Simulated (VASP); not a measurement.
Cd, 2 atoms in the cell. The structure is hexagonal, space group P6_3/mmc (No. 194). The conventional cell has a = 2.462 Å, b = 2.462 Å, c = 3.956 Å, α = 90.00°, β = 90.00°, γ = 120.00°. Cd (site symmetry -6m2) has 12 Cd at 2.44 to 2.46 Å within 3.2 Å. 

| Item | Value |
| --- | --- |
| Program | VASP 6.6.1 |
| Task | single point |
| Functional | PBEsol |
| Potentials or basis | VASP PAW PBE potentials, release 64 (Cd) |
| Cutoff | 520 eV |
| k mesh | 14 × 14 × 8 |
| Occupations | fermi-dirac, width 0.05 eV |
| Spin | no spin polarisation |
| Dipole correction | no |
| Further INCAR settings | ALGO = Normal; EDIFF = 1e-06; NBANDS = 19 |

Potentials or basis: VASP PAW PBE potentials, release 64 (Cd).

Run with:

```sh
$ cat potpaw_PBE.64/Cd/POTCAR > POTCAR
$ mpirun -np 1 vasp_std > vasp.out
```

Hardware: 1 thread of Intel(R) Xeon(R) 6975P-C (Granite Rapids), with other jobs on the host.

Q: How long does it take, and how much memory?

A: It took 13 s on 1 thread of Intel(R) Xeon(R) 6975P-C (Granite Rapids), on a shared host, peak memory 0.15 GiB. Counts: scf iterations 11, k points 120.
